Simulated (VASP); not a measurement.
# Ge (Fm-3m) in VASP: notebook, part 2 of 3

VASP 6.6.1. The steps go on from the part before.

### 3 Single point, PBE

The input, INCAR:

```
PREC     = Accurate       # precision mode
ENCUT    = 500            # plane-wave cutoff, eV
EDIFF    = 1E-6           # SCF threshold, eV
ISMEAR   = 0              # smearing method
SIGMA    = 0.1            # smearing width, eV
LREAL    = F              # projectors in reciprocal space
LASPH    = T              # aspherical terms in the spheres
NELM     = 120            # most SCF steps
ALGO     = Normal         # electronic algorithm
ISIF     = 2              # what is computed and relaxed
LWAVE    = F              # write WAVECAR
LCHARG   = T              # write CHGCAR
GGA      = PE             # functional
LELF     = T              # ELF
LVHAR    = T            
NELECT   = 12.0         
ISYM     = 0            
NBANDS   = 13             # bands
GGA_COMPAT= F
```

The input, KPOINTS:

```
regular mesh
0
Gamma
  3 8 4
```

The input, POSCAR:

```
Ge
1.0
    0.0000000000      2.0983605250      2.0983605250
    2.0983605250      0.0000000000      2.0983605250
    2.0983605250      2.0983605250      0.0000000000
Ge
1
Direct
    0.0000000000      0.0000000000      0.0000000000
```

Potentials or basis: VASP PAW PBE potentials, release 64 (Ge_d).

Started as:

```console
cat potpaw_PBE.64/Ge_d/POTCAR > POTCAR
mpirun -np 1 vasp_std > vasp.out
```

It took 15 s on 1 thread of AMD EPYC 7R43 (Zen 3), shared host; peak memory 0.1 GiB.

Results (log left out):

```yaml
Free_energy: -15.2191 eV
```

Levels at points of the mesh, in eV from the Fermi level:
```csv
k point,band 3,band 4,band 5,band 6,band 7,band 8,band 9,band 10
"(0.00, 0.00, 0.00)",-20.84,-20.79,-20.79,-7.74,14.30,14.30,14.30,20.09
"(0.00, 0.50, 0.00)",-20.83,-20.75,-20.75,-2.64,0.26,12.25,12.26,18.03
"(0.00, 0.00, 0.50)",-20.83,-20.75,-20.75,-2.64,0.26,12.25,12.26,18.02
"(0.00, 0.50, 0.50)",-20.75,-20.74,-20.74,-0.37,1.39,8.21,8.21,12.75
```

Caveat: the k points lie up to 0.86 Å⁻¹ apart; the cell carries a net charge on a neutralising background, which shifts energy and pressure; the cell is charged against a uniform background, so pressure and absolute levels hang on convention.

### 4 Single point, PBE

This run uses another cell than the first one, of 20.70 Å³/atom, 1.120 times its volume.

The input, INCAR:

```
ALGO     = Normal         # electronic algorithm
EDIFF    = 1E-6           # SCF threshold, eV
ENCUT    = 500            # plane-wave cutoff, eV
GGA      = PE             # functional
GGA_COMPAT= False        
ISIF     = 2              # what is computed and relaxed
ISMEAR   = 0              # smearing method
LASPH    = True           # aspherical terms in the spheres
LCHARG   = False          # write CHGCAR
LREAL    = False          # projectors in reciprocal space
LWAVE    = False          # write WAVECAR
NBANDS   = 13             # bands
NELM     = 120            # most SCF steps
PREC     = Accurate       # precision mode
SIGMA    = 0.1            # smearing width, eV
```

The input, KPOINTS:

```
k-points
0
Gamma
  10 10 10
```

The input, POSCAR:

```
Ge
1.0
    0.0000000000      2.1791449299      2.1791449299
    2.1791449299      0.0000000000      2.1791449299
    2.1791449299      2.1791449299      0.0000000000
Ge
1
Direct
    0.0000000000      0.0000000000      0.0000000000
```

Potentials or basis: VASP PAW PBE potentials, release 64 (Ge_d).

Started as:

```console
cat potpaw_PBE.64/Ge_d/POTCAR > POTCAR
mpirun -np 1 vasp_std > vasp.out
```

OUTCAR:

```text
EDIFF = 1E-6
   ENCUT = 500
   GGA = PE
   ISIF = 2
   ISMEAR = 0
   LASPH = True
   LREAL = False
   NELM = 120
   PREC = Accurate

 ion  position               nearest neighbor table
   1  0.000  0.000  0.000-

  LATTYP: Found a face centered cubic cell.
 ALAT       =     4.3582898598

  Lattice vectors:

 A1 = (   0.0000000000,   2.1791449299,   2.1791449299)
 A2 = (   2.1791449299,   0.0000000000,   2.1791449299)
 A3 = (   2.1791449299,   2.1791449299,   0.0000000000)

Analysis of symmetry for initial positions (statically):
=====================================================================
 Subroutine PRICEL returns:
 Original cell was already a primitive cell.

 Routine SETGRP: Setting up the symmetry group for a
 face centered cubic supercell.

 Subroutine GETGRP returns: Found 48 space group operations
 (whereof 48 operations were pure point group operations)
 out of a pool of 48 trial point group operations.

The static configuration has the point symmetry O_h .

Analysis of symmetry for dynamics (positions and initial velocities):
=====================================================================
 Subroutine PRICEL returns:
 Original cell was already a primitive cell.

 Routine SETGRP: Setting up the symmetry group for a
 face centered cubic supercell.

 Subroutine GETGRP returns: Found 48 space group operations
 (whereof 48 operations were pure point group operations)
 out of a pool of 48 trial point group operations.

The dynamic configuration has the point symmetry O_h .

 Subroutine INISYM returns: Found 48 space group operations
 (whereof 48 operations are pure point group operations),
 and found     1 'primitive' translations

----------------------------------------------------------------------------------------

                                     Primitive cell

  volume of cell :      20.6961

  direct lattice vectors                    reciprocal lattice vectors
     0.000000000  2.179144930  2.179144930    -0.229447795  0.229447795  0.229447795
     2.179144930  0.000000000  2.179144930     0.229447795 -0.229447795  0.229447795
[... 112 lines left out ...]
   LEPSILON=     F    determine dielectric tensor
   LRPA    =     F    only Hartree local field effects (RPA)
 non-spin polarized calculation
 Gauss-broadening in eV      SIGMA  =   0.10
  energy-cutoff  :      500.00
  volume of cell :       20.70
 maximum number of plane-waves:       544
   NGX = 11   NGY = 11   NGZ = 11

 number of electron      13.9999990 magnetization

 Free energy of the ion-electron system (eV)
  ---------------------------------------------------
  ext. energy  EPLUGINS =         0.00000000
  ---------------------------------------------------
  free energy    TOTEN  =        -4.17544091 eV

  energy without entropy =       -4.17046925  energy(sigma->0) =       -4.17295508

 E-fermi :   5.8637     XC(G=0): -10.8400

 val. band max:        5.8546725520   @ k =  -0.3000   0.3000   0.1000
 cond. band min:       5.8971299425   @ k =  -0.3000   0.5000   0.2000
 fundamental gap:      0.0424573905
 Fermi energy:         5.8637369702

 k-point     1 :       0.0000    0.0000    0.0000
  band No.  band energies     occupation
      1     -18.8593      2.00000
      2     -18.8593      2.00000
      3     -18.8593      2.00000
      4     -18.8226      2.00000
      5     -18.8226      2.00000
      6      -6.5884      2.00000
      7      13.9690      0.00000
      8      13.9690      0.00000
      9      13.9690      0.00000
     10      19.3262      0.00000
     11      19.3262      0.00000
     12      19.3262      0.00000
     13      20.5352      0.00000
[... 354 lines left out ...]
  band No.  band energies     occupation
      1     -18.8877      2.00000
      2     -18.8594      2.00000
      3     -18.8059      2.00000
      4     -18.7975      2.00000
      5     -18.7882      2.00000
      6      -2.7144      2.00000
      7       5.7136      1.96630
      8       7.9768      0.00000
      9       9.1762      0.00000
     10      13.2163      0.00000
     11      14.8198      0.00000
     12      26.3037      0.00000
     13      26.8557      0.00000

 [... further k-points ...]

------------------------ aborting loop because EDIFF is reached ----------------------------------------

  FORCE on cell =-STRESS in cart. coord.  units (eV):
  Direction    XX          YY          ZZ          XY          YZ          ZX
  --------------------------------------------------------------------------------------
  -------------------------------------------------------------------------------------
  Total       -0.3781138     -0.3781138     -0.3781138      0.0000000      0.0000000     -0.0000000
  in kB      -29.2714871    -29.2714871    -29.2714871      0.0000000      0.0000000     -0.0000000
  external PRESSURE =     -29.2714871 kB  Pullay stress =       0.0000000 kB

 VOLUME and BASIS-vectors are now :
 -----------------------------------------------------------------------------
  energy-cutoff  :      500.00
  volume of cell :       20.70
      direct lattice vectors                 reciprocal lattice vectors
     0.000000000  2.179144930  2.179144930    -0.229447795  0.229447795  0.229447795
     2.179144930  0.000000000  2.179144930     0.229447795 -0.229447795  0.229447795
     2.179144930  2.179144930  0.000000000     0.229447795  0.229447795 -0.229447795

 POSITION                                       TOTAL-FORCE (eV/Angst)
 -----------------------------------------------------------------------------------
      0.00000      0.00000      0.00000        -0.000000      0.000000      0.000000
 -----------------------------------------------------------------------------------
    total drift:                               -0.000000     -0.000000     -0.000000

  FREE ENERGIE OF THE ION-ELECTRON SYSTEM (eV)
  ---------------------------------------------------
  free  energy   TOTEN  =        -4.1754409067 eV

  energy  without entropy=       -4.1704692530  energy(sigma->0) =       -4.17295508
```

stdout:

```text
POSCAR found type information on POSCAR Ge
 POSCAR found :  1 types and       1 ions
 scaLAPACK will be used
 LDA part: xc-table for (Slater+PW92), standard interpolation
 POSCAR, INCAR and KPOINTS ok, starting setup
 FFT: planning ... GRIDC
 FFT: planning ... GRID_SOFT
 FFT: planning ... GRID
 WAVECAR not read
 entering main loop
```

It took 11 s on 1 thread of AMD EPYC 7R43 (Zen 3), shared host; peak memory 0.1 GiB.

What came out:

* Free energy: -4.1754 eV
* Pressure: -2.9 GPa
* Band gap on the k mesh: zero (band 7 reaches 13.97 eV, above the bottom of band 8 at 3.79 eV)

Levels at points of the mesh, in eV from the Fermi level:
```
           k point  band 5  band 6  band 7  band 8  band 9  band 10
(0.00, 0.00, 0.00)  -24.69  -12.45    8.11    8.11    8.11    13.46
(0.50, 0.00, 0.00)  -24.65   -7.74   -5.02    6.26    6.26    11.25
(0.50, 0.50, 0.00)  -24.64   -5.70   -3.87    2.46    2.46     6.12
```

### 5 Single point, LDA

The input, INCAR:

```
SYSTEM = Ge
PREC = Accurate
ENCUT = 500
EDIFF = 1E-6
ISMEAR = 1
SIGMA = 0.076
LREAL = .False.
LASPH = .True.
NELM = 120
ALGO = Normal
ISIF = 2
LWAVE = .False.
LCHARG = .False.
ISYM = 0
NBANDS = 13
GGA_COMPAT = .False.
```

The input, KPOINTS:

```
Automatic mesh
0
Gamma
  2 10 7
  0 0 0
```

The input, POSCAR:

```
Ge
1.0
    0.0000000000      2.0983605250      2.0983605250
    2.0983605250      0.0000000000      2.0983605250
    2.0983605250      2.0983605250      0.0000000000
Ge
1
Direct
    0.0000000000      0.0000000000      0.0000000000
```

Potentials or basis: VASP PAW LDA potentials, release 64 (Ge_d).

Started as:

```console
cat potpaw_LDA.64/Ge_d/POTCAR > POTCAR
mpirun -np 1 vasp_std > vasp.out
```

Wall time 13 s (1 thread of AMD EPYC 7R43 (Zen 3), shared host); peak memory 0.1 GiB.

The run converged, but its numbers aren't listed here, since they failed a check.

Caveat: the k points lie up to 1.30 Å⁻¹ apart.

[end of part 2 of 3]
